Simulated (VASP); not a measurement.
# Zn (P6_3/mmc) in VASP: a series of runs

The runs below take Zn through single point, relaxation of cell and atoms, with LDA.

Everything below comes from runs of VASP 6.6.1. Logs are shortened: lines on timing, memory, paths and dates and some standing lists are left out, and cuts for length are marked.

## Step 1: The cell of the first run

The structure is hexagonal, space group P6_3/mmc (No. 194). Conventional cell: a = 2.561 Å, b = 2.561 Å, c = 4.784 Å, α = 90.00°, β = 90.00°, γ = 120.00°. Within 3.4 Å of Zn (site symmetry -6m2) lie 12 Zn at 2.56 to 2.81 Å.

## Step 2: Single point, LDA

The input, INCAR:

```
PREC = Accurate
ENCUT = 520
EDIFF = 1E-6
ISMEAR = -1
SIGMA = 0.1
LREAL = F
LASPH = T
NELM = 60
ALGO = Normal
ISIF = 2
LWAVE = F
LCHARG = F
NBANDS = 19
```

The input, KPOINTS:

```
Automatic mesh
0
Gamma
  7 7 4
```

The input, POSCAR:

```
Zn
1.0
    2.5609064286      0.0000000000      0.0000000000
   -1.2804532143      2.2178100239      0.0000000000
    0.0000000000      0.0000000000      4.7843905726
Zn
2
Direct
    0.3333333333      0.6666666667      0.2500000000
    0.6666666667      0.3333333333      0.7500000000
```

Potentials or basis: VASP PAW LDA potentials, release 64 (Zn).

Command:

```bash
cat potpaw_LDA.64/Zn/POTCAR > POTCAR
mpirun -np 1 vasp_std > vasp.out
```

OUTCAR:

```text
PREC = Accurate
   ENCUT = 520
   EDIFF = 1E-6
   ISMEAR = -1
   LREAL = F
   LASPH = T
   NELM = 60
   ISIF = 2

 ion  position               nearest neighbor table
   1  0.333  0.667  0.250-   2 2.81   2 2.81   2 2.81   2 2.81   2 2.81   2 2.81
   2  0.667  0.333  0.750-   1 2.81   1 2.81   1 2.81   1 2.81   1 2.81   1 2.81

  LATTYP: Found a hexagonal cell.
 ALAT       =     2.5609064286
 C/A-ratio  =     1.8682410724

  Lattice vectors:

 A1 = (   2.5609064286,   0.0000000000,   0.0000000000)
 A2 = (  -1.2804532143,   2.2178100239,   0.0000000000)
 A3 = (   0.0000000000,   0.0000000000,   4.7843905726)

Analysis of symmetry for initial positions (statically):
=====================================================================
 Subroutine PRICEL returns:
 Original cell was already a primitive cell.

 Routine SETGRP: Setting up the symmetry group for a
 hexagonal supercell.

 Subroutine GETGRP returns: Found 24 space group operations
 (whereof 12 operations were pure point group operations)
 out of a pool of 24 trial point group operations.

The static configuration has the point symmetry D_3d.
 The point group associated with its full space group is D_6h.

Analysis of symmetry for dynamics (positions and initial velocities):
=====================================================================
 Subroutine PRICEL returns:
 Original cell was already a primitive cell.

 Routine SETGRP: Setting up the symmetry group for a
 hexagonal supercell.

 Subroutine GETGRP returns: Found 24 space group operations
 (whereof 12 operations were pure point group operations)
 out of a pool of 24 trial point group operations.

The dynamic configuration has the point symmetry D_3d.
 The point group associated with its full space group is D_6h.

 Subroutine INISYM returns: Found 24 space group operations
 (whereof 12 operations are pure point group operations),
 and found     1 'primitive' translations

----------------------------------------------------------------------------------------

                                     Primitive cell

  volume of cell :      27.1734

  direct lattice vectors                    reciprocal lattice vectors
     2.560906429  0.000000000  0.000000000     0.390486739  0.225447624  0.000000000
    -1.280453214  2.217810024  0.000000000     0.000000000  0.450895248  0.000000000
     0.000000000  0.000000000  4.784390573     0.000000000  0.000000000  0.209013036

  length of vectors
     2.560906429  2.560906429  4.784390573     0.450895248  0.450895248  0.209013036

  position of ions in fractional coordinates (direct lattice)
     0.333333333  0.666666667  0.250000000
     0.666666667  0.333333333  0.750000000

  ion indices of the primitive-cell ions
   primitive index   ion index
                 1           1
                 2           2

----------------------------------------------------------------------------------------

 KPOINTS: Automatic mesh

Automatic generation of k-mesh.
 Grid dimensions read from file:
 generate k-points for:    7    7    4

 Generating k-lattice:

  Cartesian coordinates                     Fractional coordinates (reciprocal lattice)
     0.055783820  0.032206803  0.000000000     0.142857143 -0.000000000  0.000000000
     0.000000000  0.064413607  0.000000000     0.000000000  0.142857143  0.000000000
     0.000000000  0.000000000  0.052253259     0.000000000  0.000000000  0.250000000

  Length of vectors
     0.064413607  0.064413607  0.052253259

  Shift w.r.t. Gamma in fractional coordinates (k-lattice)
     0.000000000  0.000000000  0.000000000

 Subroutine IBZKPT returns following result:
 ===========================================

 Found     24 irreducible k-points:

 Following reciprocal coordinates:
            Coordinates               Weight
  0.000000  0.000000  0.000000      1.000000
  0.142857  0.000000  0.000000      6.000000
  0.285714  0.000000  0.000000      6.000000
  0.428571  0.000000  0.000000      6.000000
  0.142857  0.142857  0.000000      6.000000
  0.285714  0.142857  0.000000     12.000000
[... 16 lines left out ...]
  0.428571  0.142857  0.500000      6.000000
  0.285714  0.285714  0.500000      6.000000
   k-points           NKPTS =     24   k-points in BZ     NKDIM =     24   number of bands    NBANDS=     19
   number of dos      NEDOS =    301   number of ions     NIONS =      2
   total plane-waves  NPLWV =  14400
   dimension x,y,z NGX =    20 NGY =   20 NGZ =   36
   dimension x,y,z NGXF=    40 NGYF=   40 NGZF=   72
   ions per type =               2
   NGX,Y,Z   is equivalent  to a cutoff of  12.98, 12.98, 12.51 a.u.
   NGXF,Y,Z  is equivalent  to a cutoff of  25.97, 25.97, 25.02 a.u.
 SYSTEM =  unknown system
   PREC   = accura    normal or accurate (medium, high low for compatibility)
   ISTART =      0    job   : 0-new  1-cont  2-samecut
   ICHARG =      2    charge: 1-file 2-atom 10-const
   ISPIN  =      1    spin polarized calculation?
   LNONCOLLINEAR =      F non collinear calculations
   LSORBIT =      F    spin-orbit coupling
   LASPH  =      T    aspherical Exc in radial PAW
   ENCUT  =  520.0 eV  38.22 Ry    6.18 a.u.   4.76  4.76  8.90*2*pi/ulx,y,z
   NELM   =     60;   NELMIN=  2; NELMDL= -5     # of ELM steps
   EDIFF  = 0.1E-05   stopping-criterion for ELM
   LREAL  =      F    real-space projection
   EDIFFG = 0.1E-04   stopping-criterion for IOM
   NSW    =      0    number of steps for IOM
   IBRION =     -1    ionic relax: 0-MD 1-quasi-New 2-CG
   NFREE  =      0    steps in history (QN), initial steepest desc. (CG)
   ISIF   =      2    stress and relaxation
   ISYM   =      2    0-nonsym 1-usesym 2-fastsym
   POTIM  = 0.5000    time-step for ionic-motion
   TEBEG  =    0.0;   TEEND  =   0.0 temperature during run
   PSTRESS=    0.0 pullay stress
   NELECT =      24.0000    total number of electrons
   NUPDOWN=      -1.0000    fix difference up-down
   EMIN   =  10.00;   EMAX   =-10.00  energy-range for DOS
   EFERMI =   0.00;   METHOD = LEGACY
   ISMEAR =    -1;   SIGMA  =   0.10  broadening in eV -4-tet -1-fermi 0-gaus
   EFERMI_NEDOS =   21; number of points for ismear=-14 and -15
   IALGO  =     38    algorithm
   IMIX   =      4    mixing-type and parameters
     AMIX     =   0.40;   BMIX     =  1.00
     AMIX_MAG =   1.60;   BMIX_MAG =  1.00
  volume/ion in A,a.u.               =      13.59        91.69
  Fermi-wavevector in a.u.,A,eV,Ry     =   1.570714  2.968218 33.567496  2.467141
  Thomas-Fermi vector in A             =   2.672406
   LORBIT       =      0    0 simple, 1 ext, 2 COOP (PROOUT), +10 PAW based schemes
   GGA     = CA    functional components
   LHFCALC =     F    Hartree Fock is set to
   AEXX    =    0.0000 exact exchange contribution
   IVDW    =     0    specifies the selected vdW correction
   LEPSILON=     F    determine dielectric tensor
   LRPA    =     F    only Hartree local field effects (RPA)
 non-spin polarized calculation
  energy-cutoff  :      520.00
  volume of cell :       27.17
 maximum number of plane-waves:       744
 NGX is ok and might be reduce to    20
   NGX =  9   NGY =  9   NGZ = 17

 number of electron      24.0000001 magnetization

 Free energy of the ion-electron system (eV)
  ---------------------------------------------------
  ext. energy  EPLUGINS =         0.00000000
  ---------------------------------------------------
  free energy    TOTEN  =        -3.82353259 eV

  energy without entropy =       -3.81474614  energy(sigma->0) =       -3.81913936

 E-fermi :   3.9657     XC(G=0): -12.4957

 val. band max:        3.8151424657   @ k =   0.2857   0.1429   0.0000
 cond. band min:       3.9793860591   @ k =   0.0000   0.0000   0.2500
 fundamental gap:      0.1642435934
 Fermi energy:         3.9656586316

 k-point     1 :       0.0000    0.0000    0.0000
  band No.  band energies     occupation
      1      -7.6007      2.00000
      2      -5.5085      2.00000
      3      -4.6374      2.00000
      4      -4.3386      2.00000
      5      -4.3386      2.00000
      6      -4.2779      2.00000
[... 11 lines left out ...]
     18      24.1571      0.00000
     19      24.4153      0.00000

 k-point     2 :       0.1429    0.0000    0.0000
  band No.  band energies     occupation
      1      -6.9548      2.00000
      2      -5.2263      2.00000
      3      -4.5810      2.00000
      4      -4.3999      2.00000
      5      -4.3191      2.00000
      6      -4.1706      2.00000
[... 11 lines left out ...]
     18      21.7225      0.00000
     19      23.1679      0.00000

 k-point     3 :       0.2857    0.0000    0.0000
  band No.  band energies     occupation
      1      -5.4756      2.00000
      2      -5.0258      2.00000
      3      -4.6382      2.00000
      4      -4.4407      2.00000
      5      -4.2962      2.00000
      6      -4.1611      2.00000
[... 11 lines left out ...]
     18      20.1297      0.00000
     19      21.3888      0.00000

 k-point     4 :       0.4286    0.0000    0.0000
  band No.  band energies     occupation
      1      -5.2353      2.00000
      2      -5.1457      2.00000
      3      -4.9293      2.00000
      4      -4.3444      2.00000
      5      -4.2003      2.00000
      6      -4.1399      2.00000
[... 11 lines left out ...]
     18      19.3871      0.00000
     19      20.6880      0.00000

 k-point     5 :       0.1429    0.1429    0.0000
  band No.  band energies     occupation
      1      -5.7917      2.00000
      2      -4.8656      2.00000
      3      -4.6440      2.00000
      4      -4.4759      2.00000
      5      -4.4423      2.00000
      6      -4.3082      2.00000
[... 11 lines left out ...]
     18      19.2583      0.00000
     19      20.5006      0.00000
[... 334 lines left out ...]
      2      -4.9697      2.00000
      3      -4.6405      2.00000
      4      -4.6405      2.00000
      5      -4.5007      2.00000
      6      -4.5007      2.00000
[... 11 lines left out ...]
     18      15.0785      0.00000
     19      26.5272      0.00000

 k-point    22 :       0.2857    0.1429    0.5000
  band No.  band energies     occupation
      1      -4.9568      2.00000
      2      -4.9568      2.00000
      3      -4.7195      2.00000
      4      -4.7195      2.00000
      5      -4.1027      2.00000
      6      -4.1027      2.00000
[... 11 lines left out ...]
     18      13.3320      0.00000
     19      22.1034      0.00000

 k-point    23 :       0.4286    0.1429    0.5000
  band No.  band energies     occupation
      1      -5.0451      2.00000
      2      -5.0451      2.00000
      3      -4.7771      2.00000
      4      -4.7771      2.00000
      5      -4.0634      2.00000
      6      -4.0634      2.00000
[... 11 lines left out ...]
     18      15.0502      0.00000
     19      18.7789      0.00000

 k-point    24 :       0.2857    0.2857    0.5000
  band No.  band energies     occupation
      1      -4.7658      2.00000
      2      -4.7658      2.00000
      3      -4.5510      2.00000
      4      -4.5510      2.00000
      5      -4.3109      2.00000
      6      -4.3109      2.00000
[... 11 lines left out ...]
     18      15.4867      0.00000
     19      20.1242      0.00000

------------------------ aborting loop because EDIFF is reached ----------------------------------------

  FORCE on cell =-STRESS in cart. coord.  units (eV):
  Direction    XX          YY          ZZ          XY          YZ          ZX
  --------------------------------------------------------------------------------------
  -------------------------------------------------------------------------------------
  Total        0.1451683      0.1451683      0.0859416      0.0000000      0.0000000      0.0000000
  in kB        8.5592870      8.5592870      5.0672141      0.0000000      0.0000000      0.0000000
  external PRESSURE =       7.3952627 kB  Pullay stress =       0.0000000 kB

 VOLUME and BASIS-vectors are now :
 -----------------------------------------------------------------------------
  energy-cutoff  :      520.00
  volume of cell :       27.17
      direct lattice vectors                 reciprocal lattice vectors
     2.560906429  0.000000000  0.000000000     0.390486739  0.225447624  0.000000000
    -1.280453214  2.217810024  0.000000000     0.000000000  0.450895248  0.000000000
     0.000000000  0.000000000  4.784390573     0.000000000  0.000000000  0.209013036

 POSITION                                       TOTAL-FORCE (eV/Angst)
 -----------------------------------------------------------------------------------
     -0.00000      1.47854      1.19610        -0.000000      0.000000      0.000000
      1.28045      0.73927      3.58829         0.000000     -0.000000     -0.000000
 -----------------------------------------------------------------------------------
    total drift:                               -0.000000      0.000000      0.000000

  FREE ENERGIE OF THE ION-ELECTRON SYSTEM (eV)
  ---------------------------------------------------
  free  energy   TOTEN  =        -3.8235325886 eV

  energy  without entropy=       -3.8147461367  energy(sigma->0) =       -3.81913936
```

It took 3.9 s on 1 thread of Intel Xeon 6975P-C (Granite Rapids), shared host; peak memory 0.12 GiB.

What came out:

- Free energy: -3.8235 eV
- Pressure: 0.7 GPa
- Band gap on the k mesh: zero (band 12 reaches 5.29 eV, above the bottom of band 13 at 0.67 eV)

Stress tensor (GPa, compression positive):
```
0.86 0.00 0.00
0.00 0.86 0.00
0.00 0.00 0.51
```

Caveat: the k points lie up to 0.40 Å⁻¹ apart.

## Step 3: Relaxation of cell and atoms, LDA

This run uses another cell than the first one, of 15.33 Å³/atom, 1.128 times its volume.

The input, INCAR:

```
SYSTEM = Zn
PREC     = Accurate       ! precision mode
ENCUT    = 600            ! plane-wave cutoff, eV
EDIFF    = 1E-6           ! SCF threshold, eV
ISMEAR   = -1             ! smearing method
SIGMA    = 0.1            ! smearing width, eV
LREAL    = .False.        ! projectors in reciprocal space
LASPH    = .True.         ! aspherical terms in the spheres
NELM     = 100            ! most SCF steps
ALGO     = Normal         ! electronic algorithm
ISIF     = 3              ! what is computed and relaxed
LWAVE    = .False.        ! write WAVECAR
LCHARG   = .False.        ! write CHGCAR
GGA      = CA             ! functional
IBRION   = 2              ! ionic algorithm
NSW      = 80             ! ionic steps
EDIFFG   = -0.02          ! ionic threshold
```

The input, KPOINTS:

```
Automatic mesh
0
Gamma
  7 7 4
  0 0 0
```

The input, POSCAR:

```
Zn
1.0
    2.6700000000      0.0000000000      0.0000000000
   -1.3350000000      2.3122880000      0.0000000000
    0.0000000000      0.0000000000      4.9660000000
Zn
2
Direct
    0.3333333333      0.6666666667      0.2500000000
    0.6666666667      0.3333333333      0.7500000000
```

Potentials or basis: VASP PAW LDA potentials, release 64 (Zn).

Command:

```bash
cat potpaw_LDA.64/Zn/POTCAR > POTCAR
mpirun -np 1 vasp_std > vasp.out
```

It took 16 s on 1 thread of Intel Xeon 6975P-C (Granite Rapids), shared host; peak memory 0.15 GiB.

Results (log left out):

- Free energy: -3.8252 eV
- Relaxed volume: 13.67 Å³/atom
- Relaxed cell: a = 2.568 Å, b = 2.568 Å, c = 4.787 Å, α = 90.00°, β = 90.00°, γ = 120.00°
- Space group after relaxing (to 0.05 Å): P6_3/mmc (No. 194)
- Energy gained by relaxing: 53.4 meV/atom
- Ionic steps: 6
- Pressure after relaxing: -0.1 GPa
- Band gap on the k mesh: zero (band 12 reaches 5.21 eV, above the bottom of band 13 at 0.64 eV)

Stress tensor (GPa, compression positive):
```
-0.19  0.00  0.00
 0.00 -0.19  0.00
 0.00  0.00  0.01
```

The path:
```
step  energy change (eV)  largest force (eV/Å)  pressure (GPa)  volume (Å³)
   1              0.0000                0.0000           -9.08        30.66
   2             -0.1035                0.0000            1.26        26.96
   3             -0.1061                0.0000            0.20        27.33
   4             -0.1062                0.0000           -0.10        27.42
   5             -0.1068                0.0000           -0.17        27.38
   6             -0.1069                0.0000           -0.12        27.35
```

Final structure:
```cif
data_structure
_symmetry_space_group_name_H-M 'P 1'
_symmetry_Int_Tables_number 1
_cell_length_a 2.5682
_cell_length_b 2.5682
_cell_length_c 4.7874
_cell_angle_alpha 90.000
_cell_angle_beta 90.000
_cell_angle_gamma 120.000
_cell_volume 27.35
loop_
_atom_site_label
_atom_site_type_symbol
_atom_site_fract_x
_atom_site_fract_y
_atom_site_fract_z
_atom_site_occupancy
Zn1 Zn 0.33333 0.66667 0.25000 1
Zn2 Zn 0.66667 0.33333 0.75000 1
```

Levels at points of the mesh, in eV from the Fermi level:
| k point | band 8 | band 9 | band 10 | band 11 | band 12 | band 13 | band 14 | band 15 | band 16 |
| --- | --- | --- | --- | --- | --- | --- | --- | --- | --- |
| (0.00, 0.00, 0.00) | -7.83 | -7.83 | -7.58 | -7.58 | -4.42 | -3.29 | 14.14 | 18.08 | 18.59 |
| (0.00, 0.00, 0.50) | -8.29 | -7.69 | -7.69 | -7.69 | -7.69 | 4.60 | 4.60 | 19.99 | 19.99 |

Caveat: the k points lie up to 0.40 Å⁻¹ apart in the final cell; the volume moved by -11 % from the deposited cell, more than functionals usually miss. LDA usually gives volumes a few per cent too small.
